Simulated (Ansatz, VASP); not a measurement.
## Mn: VASP beside Ansatz

```
Mn
1.0
     4.36733    0.00000    0.00000
     0.00000    4.36733    0.00000
     0.00000    0.00000    4.36733
Mn
8
Direct
  0.50000 0.50000 0.50000
  0.00000 0.00000 0.00000
  0.25000 0.00000 0.50000
  0.50000 0.25000 0.00000
  0.50000 0.75000 0.00000
  0.75000 0.00000 0.50000
  0.00000 0.50000 0.75000
  0.00000 0.50000 0.25000
```

Alike in both runs: task relaxation of cell and atoms; functional PBEsol; k mesh 8 × 8 × 8; occupations gaussian, width 0.1 eV; no spin polarisation.

```csv
,VASP,Ansatz
version,VASP 6.6.1,Ansatz 0.2.0
potentials or method,"VASP PAW PBE potentials, release 64 (Mn_pv), cutoff 600 eV","scalar-relativistic, plane waves, PAW"
valence electrons in the cell,104,120
```

```tsv
	VASP	Ansatz	Ansatz less VASP
gap on the k mesh at the Fermi level, each at its own relaxed structure (eV)	none	none	-
relaxed volume (Å³/atom)	10.40	10.40	0.000
relaxed length of the cell vector where the two differ most in proportion (Å)	4.366	4.366	0.0000
```

VASP's potentials were made for PBE, not for PBEsol. A gap of «none» marks a metal or a gap that the smearing closes. VASP's potentials hold 104 valence electrons a cell and Ansatz's 120, so a difference there can come from the potentials and not from the codes.
